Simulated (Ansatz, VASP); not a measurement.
Sn3P2 in VASP and in Ansatz

```
Sn P
1.0
     4.89741    0.00000    0.00000
    -2.44871    4.24128    0.00000
     0.00000    0.00000    5.83395
Sn P
3 2
Cartesian
  0.0000 0.0000 0.0000
  0.0000 2.8275 4.1365
  2.4487 1.4138 1.6974
  0.0000 2.8275 1.3519
  2.4487 1.4138 4.4821
```

Alike in both runs: functional r2SCAN; k mesh 9 × 9 × 6; occupations gaussian, width 0.1 eV; no spin polarisation.

Ansatz relaxed the structure, and its values are those at the end. VASP's run is a single point on that final structure, the one shown.

|  | VASP | Ansatz |
| --- | --- | --- |
| version | VASP 6.6.1 | Ansatz 0.2.0 |
| potentials or method | VASP PAW PBE potentials, release 64 (Sn_d, P), cutoff 520 eV | scalar-relativistic, plane waves, PAW |
| valence electrons in the cell | 52 | 52 |

```csv
,VASP,Ansatz,Ansatz less VASP
gap on the k mesh at the Fermi level (eV),none,none,-
pressure (GPa),0.0,0.0,0.00
rms of the force components (eV/Å),0.005,0.003,-0.0015
```

VASP's potentials were made for PBE, not for r2SCAN. A gap of «none» marks a metal or a gap that the smearing closes.
